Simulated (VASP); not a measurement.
# CsH (Immm) in VASP: a series of runs

CsH is run at these levels: LDA; tasks: single point.

Program: VASP 6.6.1. These are calculated values, not measurements. Logs are shortened: lines on timing, memory, paths and dates and some standing lists are left out, and cuts for length are marked.

### 1 The cell of the first run

It takes space group Immm (No. 71, orthorhombic). Conventional cell: a = 4.424 Å, b = 4.593 Å, c = 6.376 Å, α = 90.00°, β = 90.00°, γ = 90.00°. Cs (site symmetry mmm) has 6 H at 3.19 Å within 4.2 Å. H (site symmetry mmm) has 6 Cs at 3.19 Å within 4.2 Å.

### 2 Single point, LDA (strain +0.0375 x Voigt [0, 0, 0, 0, 0, 1])

The input, INCAR:

```
ALGO     = Normal         # electronic algorithm
EDIFF    = 1E-6           # SCF threshold, eV
ENCUT    = 520            # plane-wave cutoff, eV
ISIF     = 2              # what is computed and relaxed
ISMEAR   = 0              # smearing method
LASPH    = T              # aspherical terms in the spheres
LCHARG   = T              # write CHGCAR
LELF     = T              # ELF
LREAL    = F              # projectors in reciprocal space
LVHAR    = T            
LWAVE    = F              # write WAVECAR
NBANDS   = 12             # bands
NELM     = 60             # most SCF steps
PREC     = Accurate       # precision mode
SIGMA    = 0.05           # smearing width, eV
```

The input, KPOINTS:

```
k-points
0
Gamma
  8 8 8
```

The input, POSCAR:

```
CsH
1.0
    0.0597750000      3.1880000000      3.1880000000
    3.1880000000      0.0597750000      3.1880000000
    3.2477750000      3.2477750000      0.0000000000
Cs H
1 1
Direct
    0.0000000000      0.0000000000      0.0000000000
    0.5000000000      0.5000000000      0.5000000000
```

Potentials or basis: VASP PAW LDA potentials, release 64 (Cs_sv, H).

Command:

```console
cat potpaw_LDA.64/Cs_sv/POTCAR potpaw_LDA.64/H/POTCAR > POTCAR
mpirun -np 1 vasp_std > vasp.out
```

OUTCAR:

```text
EDIFF = 1E-6
   ENCUT = 520
   ISIF = 2
   ISMEAR = 0
   LASPH = T
   LREAL = F
   NELM = 60
   PREC = Accurate

 ion  position               nearest neighbor table
   1  0.000  0.000  0.000-
   2  0.500  0.500  0.500-

  LATTYP: Found a body centered orthorhombic cell.
 ALAT       =     4.4239782212
 B/A-ratio  =     1.0382165605
 C/A-ratio  =     1.4412367515

  Lattice vectors:

 A1 = (   3.1880000000,   0.0597750000,  -3.1880000000)
 A2 = (  -3.1880000000,  -0.0597750000,  -3.1880000000)
 A3 = (   0.0597750000,   3.1880000000,   3.1880000000)

Analysis of symmetry for initial positions (statically):
=====================================================================
 Subroutine PRICEL returns:
 Original cell was already a primitive cell.

 Routine SETGRP: Setting up the symmetry group for a
 body centered orthorhombic supercell.

 Subroutine GETGRP returns: Found  8 space group operations
 (whereof  8 operations were pure point group operations)
 out of a pool of  8 trial point group operations.

The static configuration has the point symmetry D_2h.

Analysis of symmetry for dynamics (positions and initial velocities):
=====================================================================
 Subroutine PRICEL returns:
 Original cell was already a primitive cell.

 Routine SETGRP: Setting up the symmetry group for a
 body centered orthorhombic supercell.

 Subroutine GETGRP returns: Found  8 space group operations
 (whereof  8 operations were pure point group operations)
 out of a pool of  8 trial point group operations.

The dynamic configuration has the point symmetry D_2h.

 Subroutine INISYM returns: Found  8 space group operations
 (whereof  8 operations are pure point group operations),
 and found     1 'primitive' translations

----------------------------------------------------------------------------------------

                                     Primitive cell

  volume of cell :      64.7787

  direct lattice vectors                    reciprocal lattice vectors
     0.059775000  3.188000000  3.188000000    -0.159835050  0.159835050  0.156838143
     3.188000000  0.059775000  3.188000000     0.159835050 -0.159835050  0.156838143
     3.247775000  3.247775000  0.000000000     0.153951551  0.153951551 -0.156838143

  length of vectors
[... 77 lines left out ...]
   LNONCOLLINEAR =      F non collinear calculations
   LSORBIT =      F    spin-orbit coupling
   LASPH  =      T    aspherical Exc in radial PAW
   ENCUT  =  520.0 eV  38.22 Ry    6.18 a.u.   8.38  8.38  8.54*2*pi/ulx,y,z
   NELM   =     60;   NELMIN=  2; NELMDL= -5     # of ELM steps
   EDIFF  = 0.1E-05   stopping-criterion for ELM
   LREAL  =      F    real-space projection
[... 7 lines left out ...]
   TEBEG  =    0.0;   TEEND  =   0.0 temperature during run
   PSTRESS=    0.0 pullay stress
   NELECT =      10.0000    total number of electrons
   NUPDOWN=      -1.0000    fix difference up-down
   EMIN   =  10.00;   EMAX   =-10.00  energy-range for DOS
   EFERMI =   0.00;   METHOD = LEGACY
   ISMEAR =     0;   SIGMA  =   0.05  broadening in eV -4-tet -1-fermi 0-gaus
   EFERMI_NEDOS =   21; number of points for ismear=-14 and -15
   IALGO  =     38    algorithm
   IMIX   =      4    mixing-type and parameters
     AMIX     =   0.40;   BMIX     =  1.00
     AMIX_MAG =   1.60;   BMIX_MAG =  1.00
  volume/ion in A,a.u.               =      32.39       218.57
  Fermi-wavevector in a.u.,A,eV,Ry     =   0.878208  1.659573 10.493485  0.771249
  Thomas-Fermi vector in A             =   1.998263
   LORBIT       =      0    0 simple, 1 ext, 2 COOP (PROOUT), +10 PAW based schemes
   GGA     = CA    functional components
   LHFCALC =     F    Hartree Fock is set to
   AEXX    =    0.0000 exact exchange contribution
   IVDW    =     0    specifies the selected vdW correction
   LEPSILON=     F    determine dielectric tensor
   LRPA    =     F    only Hartree local field effects (RPA)
 non-spin polarized calculation
 Gauss-broadening in eV      SIGMA  =   0.05
  energy-cutoff  :      520.00
  volume of cell :       64.78
 maximum number of plane-waves:      1763
 NGX is ok and might be reduce to    36
   NGX = 17   NGY = 17   NGZ = 17

 number of electron      10.0000000 magnetization

 Free energy of the ion-electron system (eV)
  ---------------------------------------------------
  ext. energy  EPLUGINS =         0.00000000
  ---------------------------------------------------
  free energy    TOTEN  =        -4.89039371 eV

  energy without entropy =       -4.89039371  energy(sigma->0) =       -4.89039371

 E-fermi :   0.2631     XC(G=0):  -7.5316

 val. band max:        0.0456543282   @ k =   0.5000   0.0000   0.0000
 cond. band min:       1.9588487416   @ k =   0.0000   0.0000   0.5000
 fundamental gap:      1.9131944134
 Fermi energy:         0.2630615278

 k-point     1 :       0.0000    0.0000    0.0000
  band No.  band energies     occupation
      1     -21.4179      2.00000
      2      -7.8764      2.00000
      3      -7.8655      2.00000
      4      -7.8496      2.00000
      5      -1.8371      2.00000
      6       4.8452      0.00000
      7       4.9742      0.00000
      8       5.1926      0.00000
      9       5.7296      0.00000
     10       6.8369      0.00000
     11       6.8371      0.00000
     12       8.5402      0.00000
[... 331 lines left out ...]
 k-point    24 :       0.2500    0.0000    0.1250
  band No.  band energies     occupation
      1     -21.3776      2.00000
      2      -8.2605      2.00000
      3      -7.9571      2.00000
      4      -7.9378      2.00000
      5      -1.0954      2.00000
      6       3.8345      0.00000
      7       4.3315      0.00000
      8       5.4016      0.00000
      9       5.8015      0.00000
     10       6.3524      0.00000
     11       7.0702      0.00000
     12      10.3742      0.00000

 [... further k-points ...]
[... 5 lines left out ...]
  --------------------------------------------------------------------------------------
  -------------------------------------------------------------------------------------
  Total       -0.4997685     -0.4997685     -0.5026723     -0.0829127     -0.0000000     -0.0000000
  in kB      -12.3608198    -12.3608198    -12.4326392     -2.0506873     -0.0000000     -0.0000000
  external PRESSURE =     -12.3847596 kB  Pullay stress =       0.0000000 kB

 VOLUME and BASIS-vectors are now :
 -----------------------------------------------------------------------------
  energy-cutoff  :      520.00
  volume of cell :       64.78
      direct lattice vectors                 reciprocal lattice vectors
     0.059775000  3.188000000  3.188000000    -0.159835050  0.159835050  0.156838143
     3.188000000  0.059775000  3.188000000     0.159835050 -0.159835050  0.156838143
     3.247775000  3.247775000  0.000000000     0.153951551  0.153951551 -0.156838143

 POSITION                                       TOTAL-FORCE (eV/Angst)
 -----------------------------------------------------------------------------------
      0.00000      0.00000      0.00000         0.000000      0.000000      0.000000
      3.24777      3.24777      3.18800        -0.000000      0.000000      0.000000
 -----------------------------------------------------------------------------------
    total drift:                               -0.000000      0.000000      0.000000

  FREE ENERGIE OF THE ION-ELECTRON SYSTEM (eV)
  ---------------------------------------------------
  free  energy   TOTEN  =        -4.8903937074 eV

  energy  without entropy=       -4.8903937074  energy(sigma->0) =       -4.89039371
```

Run time: 49 s. Hardware: 1 thread of Intel Xeon Platinum 8488C (Sapphire Rapids), shared host; peak memory 0.21 GiB.

Results:

```
Free energy            : -4.8904 eV
Pressure               : -1.2 GPa
Band gap on the k mesh : 1.91 eV (least direct gap 1.94 eV)
```

Stress tensor (GPa, compression positive):
```
-1.24 -0.21  0.00
-0.21 -1.24  0.00
 0.00  0.00 -1.24
```

Caveat: the cell differs from its parent crystal (strain +0.0375 x Voigt [0, 0, 0, 0, 0, 1]); spin-orbit coupling is left out, which moves the levels of the heavy elements.

### 3 Single point, LDA (strain +0.0187 x Voigt [0, 0, 0, 0, 0, 1])

The input, INCAR:

```
PREC     = Accurate       # precision mode
ENCUT    = 520            # plane-wave cutoff, eV
EDIFF    = 1E-6           # SCF threshold, eV
ISMEAR   = 0              # smearing method
SIGMA    = 0.05           # smearing width, eV
LREAL    = False          # projectors in reciprocal space
LASPH    = True           # aspherical terms in the spheres
NELM     = 60             # most SCF steps
ALGO     = Normal         # electronic algorithm
ISIF     = 2              # what is computed and relaxed
LWAVE    = False          # write WAVECAR
LCHARG   = False          # write CHGCAR
GGA      = CA             # functional
NBANDS   = 12             # bands
```

The input, KPOINTS:

```
Automatic mesh
0
Gamma
  8 8 8
```

The input, POSCAR:

```
CsH
1.0
    0.0298078000      3.1880000000      3.1880000000
    3.1880000000      0.0298078000      3.1880000000
    3.2178078000      3.2178078000      0.0000000000
Cs H
1 1
Direct
    0.0000000000      0.0000000000      0.0000000000
    0.5000000000      0.5000000000      0.5000000000
```

Potentials or basis: VASP PAW LDA potentials, release 64 (Cs_sv, H).

Command:

```console
cat potpaw_LDA.64/Cs_sv/POTCAR potpaw_LDA.64/H/POTCAR > POTCAR
mpirun -np 1 vasp_std > vasp.out
```

It took 41 s on 1 thread of Intel Xeon Platinum 8488C (Sapphire Rapids), shared host; peak memory 0.21 GiB.

It converged, with:

| Quantity | Value |
| --- | --- |
| Free energy | -4.8914 eV |
| Pressure | -1.2 GPa |
| Band gap on the k mesh | 1.92 eV (least direct gap 1.94 eV) |

Stress tensor (GPa, compression positive):
```
-1.23 -0.10  0.00
-0.10 -1.23  0.00
 0.00  0.00 -1.24
```

Levels at points of the mesh, in eV from the valence-band top:
```csv
k point,band 1,band 2,band 3,band 4,band 5,band 6,band 7,band 8,band 9,band 10
"(0.00, 0.00, 0.00)",-21.46,-7.91,-7.90,-7.90,-1.88,4.89,4.96,5.06,5.66,6.79
"(0.50, 0.00, 0.00)",-21.37,-8.78,-8.01,-8.01,0.00,1.94,4.46,4.58,6.98,8.15
"(0.50, 0.50, 0.00)",-21.35,-8.65,-8.20,-8.17,-1.23,2.85,5.30,7.85,7.98,8.17
"(0.00, 0.00, 0.50)",-21.38,-8.77,-7.99,-7.99,-0.01,1.92,4.51,4.63,6.99,8.10
"(0.50, 0.00, 0.50)",-21.35,-8.65,-8.19,-8.19,-1.23,2.85,5.30,7.84,8.07,8.07
```

Caveat: the cell differs from its parent crystal (strain +0.0187 x Voigt [0, 0, 0, 0, 0, 1]); spin-orbit coupling is left out, which moves the levels of the heavy elements. A k mesh can miss the band edges.
